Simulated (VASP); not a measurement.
# W (Pm-3m) in VASP: further runs, part 2 of 2

VASP 6.6.1. Earlier steps stand in the parts before.

### 4 Relaxation of cell and atoms, r2SCAN

This run uses another cell than the first one, of 17.12 Å³/atom, 0.848 times its volume.

POSCAR

```
W
1.0
    2.5770789429      0.0000000000      0.0000000000
    0.0000000000      2.5770789429      0.0000000000
    0.0000000000      0.0000000000      2.5770789429
W
1
Direct
    0.0000000000      0.0000000000      0.0000000000
```

INCAR.step1

```
PREC = Accurate ; ENCUT = 600
ISMEAR = -1 ; SIGMA = 0.1
LREAL = F ; LASPH = T
NELM = 80 ; GGA = PE
ALGO = Normal ; EDIFF = 1E-4
LWAVE = T ; LCHARG = F
```

INCAR.step2

```
PREC = Accurate ; ENCUT = 600
EDIFF = 1E-6 ; ISMEAR = -1
SIGMA = 0.1 ; LREAL = F
LASPH = T ; NELM = 80
ALGO = Normal ; ISIF = 3
LWAVE = F ; LCHARG = F
METAGGA = R2SCAN ; LMIXTAU = T
IBRION = 2 ; NSW = 80
EDIFFG = -0.01 ; ISTART = 1
```

KPOINTS

```
regular mesh
0
Gamma
  12 12 12
```

Potentials or basis: VASP PAW PBE potentials, release 64 (W_sv).

Started as:

```console
$ cat potpaw_PBE.64/W_sv/POTCAR > POTCAR
$ cp INCAR.step1 INCAR
$ mpirun -np 1 vasp_std > vasp.out
$ cp INCAR.step2 INCAR
$ mpirun -np 1 vasp_std > vasp.out
```

OUTCAR:

```text
PREC = Accurate
   ENCUT = 600
   EDIFF = 1E-6
   ISMEAR = -1
   LREAL = F
   LASPH = T
   NELM = 80
   ISIF = 3
   METAGGA = R2SCAN
   IBRION = 2
   NSW = 80
   EDIFFG = -0.01
   ISTART = 1

 ion  position               nearest neighbor table
   1  0.000  0.000  0.000-

  LATTYP: Found a simple cubic cell.
 ALAT       =     2.5770789429

  Lattice vectors:

 A1 = (   2.5770789429,   0.0000000000,   0.0000000000)
 A2 = (   0.0000000000,   2.5770789429,   0.0000000000)
 A3 = (   0.0000000000,   0.0000000000,   2.5770789429)

Analysis of symmetry for initial positions (statically):
=====================================================================
 Subroutine PRICEL returns:
 Original cell was already a primitive cell.

 Routine SETGRP: Setting up the symmetry group for a
 simple cubic supercell.

[... 178 lines left out ...]
      3     -28.6515      2.00000
      4     -28.6515      2.00000
      5       0.8039      2.00000
      6       5.0899      2.00000
      7       5.0899      2.00000
      8      15.6176      0.00000
      9      15.6176      0.00000
     10      15.6177      0.00000
     11      26.3465      0.00000
[... 426 lines left out ...]
--------------------------------------- Ionic step        4  -------------------------------------------

 number of electron      13.9999999 magnetization

 Free energy of the ion-electron system (eV)
  ---------------------------------------------------
  ext. energy  EPLUGINS =         0.00000000
  ---------------------------------------------------
  free energy    TOTEN  =       -49.84911098 eV

  energy without entropy =      -49.83108182  energy(sigma->0) =      -49.84009640

 E-fermi :   9.4015     XC(G=0): -13.8832

 val. band max:        9.1318372470   @ k =   0.3333   0.3333   0.1667
 cond. band min:       9.4340897335   @ k =   0.5000   0.2500   0.2500
 fundamental gap:      0.3022524865
 Fermi energy:         9.4014928566

 k-point     1 :       0.0000    0.0000    0.0000
  band No.  band energies     occupation
      1     -66.6309      2.00000
      2     -29.5383      2.00000
      3     -29.5383      2.00000
      4     -29.5383      2.00000
      5       0.3474      2.00000
      6       4.6618      2.00000
      7       4.6618      2.00000
      8      14.4732      0.00000
      9      14.4732      0.00000
     10      14.4733      0.00000
     11      25.0565      0.00000
[... 350 lines left out ...]
  FREE ENERGIE OF THE ION-ELECTRON SYSTEM (eV)
  ---------------------------------------------------
  free  energy   TOTEN  =       -49.8491109807 eV

  energy  without entropy=      -49.8310818219  energy(sigma->0) =      -49.84009640

 reached required accuracy - stopping structural energy minimisation
```

OSZICAR.step1:

```text
N       E                     dE             d eps       ncg     rms          rms(c)
DAV:   1     0.852924298813E+02    0.85292E+02   -0.85888E+03  1856   0.157E+03
DAV:   2    -0.999036029457E+01   -0.95283E+02   -0.91650E+02  1998   0.351E+02
DAV:   3    -0.118521344058E+02   -0.18618E+01   -0.18293E+01  2107   0.472E+01
DAV:   4    -0.118659044292E+02   -0.13770E-01   -0.13741E-01  1956   0.401E+00
DAV:   5    -0.118660003586E+02   -0.95929E-04   -0.95928E-04  2067   0.387E-01    0.195E+01
DAV:   6    -0.115573597460E+02    0.30864E+00   -0.37603E-01  1917   0.787E+00    0.857E+00
DAV:   7    -0.114831644586E+02    0.74195E-01   -0.19267E-01  1944   0.537E+00    0.528E-01
DAV:   8    -0.114804414098E+02    0.27230E-02   -0.45411E-03  1860   0.101E+00    0.354E-02
DAV:   9    -0.114804358745E+02    0.55353E-05   -0.57820E-05  1182   0.120E-01
   1 F= -.11480436E+02 E0= -.11471637E+02  d E =-.175979E-01
```

Run time: 3.3 min. Hardware: 1 thread of Intel Xeon Platinum 8375C at 2.90GHz (Ice Lake), shared host; peak memory 0.16 GiB.

Results:

```yaml
Free_energy: -49.8491 eV
Relaxed_volume: 18.12 Å³/atom
Relaxed_cell: a = 2.627 Å, b = 2.627 Å, c = 2.627 Å, α = 90.00°, β = 90.00°, γ = 90.00°
Space_group_after_relaxing_to_0.05_Å: Pm-3m (No. 221)
Energy_gained_by_relaxing: 43.7 meV/atom
Ionic_steps: 4
Pressure_after_relaxing: -0.1 GPa
Band_gap_on_the_k_mesh: zero (band 7 reaches 11.41 eV, above the bottom of band 8 at 8.70 eV)
```

Step by step:
| step | energy change (eV) | largest force (eV/Å) | pressure (GPa) | volume (Å³) |
| --- | --- | --- | --- | --- |
| 1 | 0.0000 | 0.0000 | 14.71 | 17.12 |
| 2 | 0.2602 | 0.0000 | -26.37 | 21.31 |
| 3 | -0.0435 | 0.0000 | -0.85 | 18.18 |
| 4 | -0.0437 | 0.0000 | -0.05 | 18.12 |

Final structure:
```yaml
crystal:
  lattice:
    - [2.62653, 0.00000, 0.00000]
    - [0.00000, 2.62653, 0.00000]
    - [0.00000, 0.00000, 2.62653]
  atoms:
    - { symbol: W, position: [0.00000, 0.00000, 0.00000] }
```

Caveat: the PAW data sets were made with another functional, which shifts forces and pressure a little; spin-orbit coupling is left out, which moves the levels of the heavy elements.

### 5 Overview

| task | cell | k mesh | cutoff (eV) | gap on the mesh (eV) | pressure (GPa) |
| --- | --- | --- | --- | --- | --- |
| single point | a = 2.723 Å, 1 atom | 13 × 13 × 13 | 520 | none | -19.6 |
| single point | a = 2.622 Å, 1 atom | 20 × 20 × 20 | 520 | none | 1.3 |
| relaxation of cell and atoms | relaxed from a = 2.577 Å, 1 atom | 12 × 12 × 12 | 600 | none | -0.1 |

Alike in all rows: level r2SCAN; potentials or basis VASP PAW PBE potentials, release 64 (W_sv); no spin polarisation; smearing fermi-dirac 0.1 eV.

Caveats: the PAW data sets were made with another functional, which shifts forces and pressure a little; spin-orbit coupling is left out, which moves the levels of the heavy elements.

Absolute energies hang on the potentials; compare differences alone.
